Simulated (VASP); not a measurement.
# MgS (t.b) (F-43m) in VASP: single point with PBEsol

Aim: the single point of MgS (t.b) with PBEsol.

Everything below comes from runs of VASP 6.6.1. Logs are shortened: lines on timing, memory, paths and dates and some standing lists are left out, and cuts for length are marked.

## (1) The cell of the first run

Symmetry: F-43m, No. 216, cubic system. Conventional cell: a = 5.652 Å, b = 5.652 Å, c = 5.652 Å, α = 90.00°, β = 90.00°, γ = 90.00°. Within 3.2 Å of Mg (site symmetry -43m) lie 4 S at 2.45 Å. Within 3.2 Å of S (site symmetry -43m) lie 4 Mg at 2.45 Å.

## (2) Single point, PBEsol

File INCAR:

```
PREC = Accurate
ENCUT = 600
EDIFF = 1E-6
ISMEAR = 0
SIGMA = 0.02
LREAL = F
LASPH = T
NELM = 120
ALGO = Normal
ISIF = 2
LWAVE = F
LCHARG = T
GGA = PS
LELF = T
LVHAR = T
NBANDS = 11
GGA_COMPAT = F
```

File KPOINTS:

```
Automatic mesh
0
Gamma
  8 8 8
```

File POSCAR:

```
MgS
1.0
    0.0000000000      2.8257734642      2.8257734642
    2.8257734642      0.0000000000      2.8257734642
    2.8257734642      2.8257734642      0.0000000000
Mg S
1 1
Direct
    0.0000000000      0.0000000000      0.0000000000
    0.2500000000      0.2500000000      0.2500000000
```

Potentials or basis: VASP PAW PBE potentials, release 64 (Mg, S).

Command:

```sh
> cat potpaw_PBE.64/Mg/POTCAR potpaw_PBE.64/S/POTCAR > POTCAR
> mpirun -np 1 vasp_std > vasp.out
```

OUTCAR:

```text
PREC = Accurate
   ENCUT = 600
   EDIFF = 1E-6
   ISMEAR = 0
   LREAL = F
   LASPH = T
   NELM = 120
   ISIF = 2
   GGA = PS

 ion  position               nearest neighbor table
   1  0.000  0.000  0.000-   2 2.45   2 2.45   2 2.45   2 2.45
   2  0.250  0.250  0.250-   1 2.45   1 2.45   1 2.45   1 2.45

  LATTYP: Found a face centered cubic cell.
 ALAT       =     5.6515469284

  Lattice vectors:

 A1 = (   0.0000000000,   2.8257734642,   2.8257734642)
 A2 = (   2.8257734642,   0.0000000000,   2.8257734642)
 A3 = (   2.8257734642,   2.8257734642,   0.0000000000)

Analysis of symmetry for initial positions (statically):
=====================================================================
 Subroutine PRICEL returns:
 Original cell was already a primitive cell.

 Routine SETGRP: Setting up the symmetry group for a
 face centered cubic supercell.

 Subroutine GETGRP returns: Found 24 space group operations
 (whereof 24 operations were pure point group operations)
 out of a pool of 48 trial point group operations.

The static configuration has the point symmetry T_d .

Analysis of symmetry for dynamics (positions and initial velocities):
=====================================================================
 Subroutine PRICEL returns:
 Original cell was already a primitive cell.

 Routine SETGRP: Setting up the symmetry group for a
 face centered cubic supercell.

 Subroutine GETGRP returns: Found 24 space group operations
 (whereof 24 operations were pure point group operations)
 out of a pool of 48 trial point group operations.

The dynamic configuration has the point symmetry T_d .

 Subroutine INISYM returns: Found 24 space group operations
 (whereof 24 operations are pure point group operations),
 and found     1 'primitive' translations

----------------------------------------------------------------------------------------

                                     Primitive cell

  volume of cell :      45.1276

  direct lattice vectors                    reciprocal lattice vectors
     0.000000000  2.825773464  2.825773464    -0.176942705  0.176942705  0.176942705
     2.825773464  0.000000000  2.825773464     0.176942705 -0.176942705  0.176942705
     2.825773464  2.825773464  0.000000000     0.176942705  0.176942705 -0.176942705

  length of vectors
     3.996247157  3.996247157  3.996247157     0.306473755  0.306473755  0.306473755

  position of ions in fractional coordinates (direct lattice)
     0.000000000  0.000000000  0.000000000
     0.250000000  0.250000000  0.250000000

  ion indices of the primitive-cell ions
   primitive index   ion index
                 1           1
                 2           2

----------------------------------------------------------------------------------------

 KPOINTS: Automatic mesh

Automatic generation of k-mesh.
 Grid dimensions read from file:
 generate k-points for:    8    8    8

 Generating k-lattice:

  Cartesian coordinates                     Fractional coordinates (reciprocal lattice)
    -0.022117838  0.022117838  0.022117838     0.125000000  0.000000000  0.000000000
     0.022117838 -0.022117838  0.022117838     0.000000000  0.125000000  0.000000000
     0.022117838  0.022117838 -0.022117838     0.000000000  0.000000000  0.125000000

  Length of vectors
     0.038309219  0.038309219  0.038309219

  Shift w.r.t. Gamma in fractional coordinates (k-lattice)
     0.000000000  0.000000000  0.000000000

 Subroutine IBZKPT returns following result:
 ===========================================

 Found     29 irreducible k-points:

 Following reciprocal coordinates:
            Coordinates               Weight
  0.000000  0.000000  0.000000      1.000000
  0.125000  0.000000  0.000000      8.000000
  0.250000  0.000000  0.000000      8.000000
  0.375000  0.000000  0.000000      8.000000
  0.500000  0.000000  0.000000      4.000000
  0.125000  0.125000  0.000000      6.000000
[... 16 lines left out ...]
  0.500000  0.250000  0.125000     48.000000
 -0.375000  0.250000  0.125000     24.000000
 [... further k-points ...]
   k-points           NKPTS =     29   k-points in BZ     NKDIM =     29   number of bands    NBANDS=     11
   number of dos      NEDOS =    301   number of ions     NIONS =      2
   total plane-waves  NPLWV =  32768
   dimension x,y,z NGX =    32 NGY =   32 NGZ =   32
   dimension x,y,z NGXF=    64 NGYF=   64 NGZF=   64
   ions per type =               1   1
   NGX,Y,Z   is equivalent  to a cutoff of  13.31, 13.31, 13.31 a.u.
   NGXF,Y,Z  is equivalent  to a cutoff of  26.62, 26.62, 26.62 a.u.
 SYSTEM =  unknown system
   PREC   = accura    normal or accurate (medium, high low for compatibility)
   ISTART =      0    job   : 0-new  1-cont  2-samecut
   ICHARG =      2    charge: 1-file 2-atom 10-const
   ISPIN  =      1    spin polarized calculation?
   LNONCOLLINEAR =      F non collinear calculations
   LSORBIT =      F    spin-orbit coupling
   LASPH  =      T    aspherical Exc in radial PAW
   ENCUT  =  600.0 eV  44.10 Ry    6.64 a.u.   7.98  7.98  7.98*2*pi/ulx,y,z
   NELM   =    120;   NELMIN=  2; NELMDL= -5     # of ELM steps
   EDIFF  = 0.1E-05   stopping-criterion for ELM
   LREAL  =      F    real-space projection
   EDIFFG = 0.1E-04   stopping-criterion for IOM
   NSW    =      0    number of steps for IOM
   IBRION =     -1    ionic relax: 0-MD 1-quasi-New 2-CG
   NFREE  =      0    steps in history (QN), initial steepest desc. (CG)
   ISIF   =      2    stress and relaxation
   ISYM   =      2    0-nonsym 1-usesym 2-fastsym
   POTIM  = 0.5000    time-step for ionic-motion
   TEBEG  =    0.0;   TEEND  =   0.0 temperature during run
   PSTRESS=    0.0 pullay stress
   NELECT =       8.0000    total number of electrons
   NUPDOWN=      -1.0000    fix difference up-down
   EMIN   =  10.00;   EMAX   =-10.00  energy-range for DOS
   EFERMI =   0.00;   METHOD = LEGACY
   ISMEAR =     0;   SIGMA  =   0.02  broadening in eV -4-tet -1-fermi 0-gaus
   EFERMI_NEDOS =   21; number of points for ismear=-14 and -15
   IALGO  =     38    algorithm
   IMIX   =      4    mixing-type and parameters
     AMIX     =   0.40;   BMIX     =  1.00
     AMIX_MAG =   1.60;   BMIX_MAG =  1.00
  volume/ion in A,a.u.               =      22.56       152.27
  Fermi-wavevector in a.u.,A,eV,Ry     =   0.919653  1.737893 11.507294  0.845762
  Thomas-Fermi vector in A             =   2.044871
   LORBIT       =      0    0 simple, 1 ext, 2 COOP (PROOUT), +10 PAW based schemes
   GGA     = PS    functional components
   LHFCALC =     F    Hartree Fock is set to
   AEXX    =    0.0000 exact exchange contribution
   IVDW    =     0    specifies the selected vdW correction
   LEPSILON=     F    determine dielectric tensor
   LRPA    =     F    only Hartree local field effects (RPA)
 non-spin polarized calculation
 Gauss-broadening in eV      SIGMA  =   0.02
  energy-cutoff  :      600.00
  volume of cell :       45.13
 maximum number of plane-waves:      1540
   NGX = 15   NGY = 15   NGZ = 15

 number of electron       8.0000000 magnetization

 Free energy of the ion-electron system (eV)
  ---------------------------------------------------
  ext. energy  EPLUGINS =         0.00000000
  ---------------------------------------------------
  free energy    TOTEN  =        -8.91806681 eV

  energy without entropy =       -8.91806681  energy(sigma->0) =       -8.91806681

 E-fermi :   1.1638     XC(G=0):  -8.5979

 val. band max:        1.0352197590   @ k =   0.0000   0.0000   0.0000
 cond. band min:       4.3580579017   @ k =   0.0000   0.0000   0.0000
 fundamental gap:      3.3228381427
 Fermi energy:         1.1637711792

 k-point     1 :       0.0000    0.0000    0.0000
  band No.  band energies     occupation
      1     -10.2521      2.00000
      2       1.0352      2.00000
      3       1.0352      2.00000
      4       1.0352      2.00000
      5       4.3581      0.00000
      6       8.9219      0.00000
      7       8.9219      0.00000
      8       8.9219      0.00000
      9      11.8304      0.00000
     10      11.8304      0.00000
     11      14.6267      0.00000

 k-point     2 :       0.1250    0.0000    0.0000
  band No.  band energies     occupation
      1     -10.1624      2.00000
      2       0.3310      2.00000
      3       0.9810      2.00000
      4       0.9810      2.00000
      5       5.0347      0.00000
      6       8.7275      0.00000
      7       9.1008      0.00000
      8       9.1008      0.00000
      9      11.3485      0.00000
     10      11.3485      0.00000
     11      13.9771      0.00000

 k-point     3 :       0.2500    0.0000    0.0000
  band No.  band energies     occupation
      1      -9.9299      2.00000
      2      -0.8658      2.00000
      3       0.8586      2.00000
      4       0.8586      2.00000
      5       5.8982      0.00000
      6       8.7448      0.00000
      7       9.1278      0.00000
      8       9.1278      0.00000
      9      11.3989      0.00000
     10      11.3989      0.00000
     11      13.1151      0.00000

 k-point     4 :       0.3750    0.0000    0.0000
  band No.  band energies     occupation
      1      -9.6689      2.00000
      2      -1.8090      2.00000
      3       0.7466      2.00000
      4       0.7466      2.00000
      5       6.0792      0.00000
      6       8.7585      0.00000
      7       8.7585      0.00000
      8       9.2685      0.00000
      9      12.7169      0.00000
     10      12.7169      0.00000
     11      13.1431      0.00000
[... 239 lines left out ...]
 k-point    22 :       0.3750    0.2500    0.1250
  band No.  band energies     occupation
      1      -9.7497      2.00000
      2      -1.0730      2.00000
      3       0.1702      2.00000
      4       0.6501      2.00000
      5       6.6215      0.00000
      6       7.9196      0.00000
      7       8.5199      0.00000
      8      10.1823      0.00000
      9      10.6920      0.00000
     10      13.3832      0.00000
     11      15.3477      0.00000

 k-point    23 :       0.5000    0.2500    0.1250
  band No.  band energies     occupation
      1      -9.5330      2.00000
      2      -1.5838      2.00000
      3      -0.1871      2.00000
      4       0.4696      2.00000
      5       6.8902      0.00000
      6       7.7206      0.00000
      7       8.8605      0.00000
      8      10.0150      0.00000
      9      11.8352      0.00000
     10      14.4704      0.00000
     11      15.0563      0.00000

 k-point    24 :      -0.3750    0.2500    0.1250
  band No.  band energies     occupation
      1      -9.4365      2.00000
      2      -1.8048      2.00000
      3      -0.2933      2.00000
      4       0.3726      2.00000
      5       6.9672      0.00000
      6       7.4307      0.00000
      7       9.7156      0.00000
      8       9.8099      0.00000
      9      12.3739      0.00000
     10      13.7906      0.00000
     11      15.2124      0.00000

 [... further k-points ...]

------------------------ aborting loop because EDIFF is reached ----------------------------------------

  FORCE on cell =-STRESS in cart. coord.  units (eV):
  Direction    XX          YY          ZZ          XY          YZ          ZX
  --------------------------------------------------------------------------------------
  -------------------------------------------------------------------------------------
  Total       -0.0181503     -0.0181503     -0.0181503      0.0000000      0.0000000      0.0000000
  in kB       -0.6443964     -0.6443964     -0.6443964      0.0000000      0.0000000      0.0000000
  external PRESSURE =      -0.6443964 kB  Pullay stress =       0.0000000 kB

 VOLUME and BASIS-vectors are now :
 -----------------------------------------------------------------------------
  energy-cutoff  :      600.00
  volume of cell :       45.13
      direct lattice vectors                 reciprocal lattice vectors
     0.000000000  2.825773464  2.825773464    -0.176942705  0.176942705  0.176942705
     2.825773464  0.000000000  2.825773464     0.176942705 -0.176942705  0.176942705
     2.825773464  2.825773464  0.000000000     0.176942705  0.176942705 -0.176942705

 POSITION                                       TOTAL-FORCE (eV/Angst)
 -----------------------------------------------------------------------------------
      0.00000      0.00000      0.00000         0.000000      0.000000      0.000000
      1.41289      1.41289      1.41289        -0.000000     -0.000000     -0.000000
 -----------------------------------------------------------------------------------
    total drift:                               -0.000000     -0.000000     -0.000000

  FREE ENERGIE OF THE ION-ELECTRON SYSTEM (eV)
  ---------------------------------------------------
  free  energy   TOTEN  =        -8.9180668116 eV

  energy  without entropy=       -8.9180668116  energy(sigma->0) =       -8.91806681
```

It took 12 s on 1 thread of Intel Xeon Platinum 8488C (Sapphire Rapids), shared host; peak memory 0.18 GiB.

What came out:

```yaml
Free_energy: -8.9181 eV
Pressure: -0.1 GPa
Band_gap_on_the_k_mesh: 3.32 eV, direct
```

Caveat: the PAW data sets were made with another functional, which shifts forces and pressure a little. A k mesh can miss the band edges.
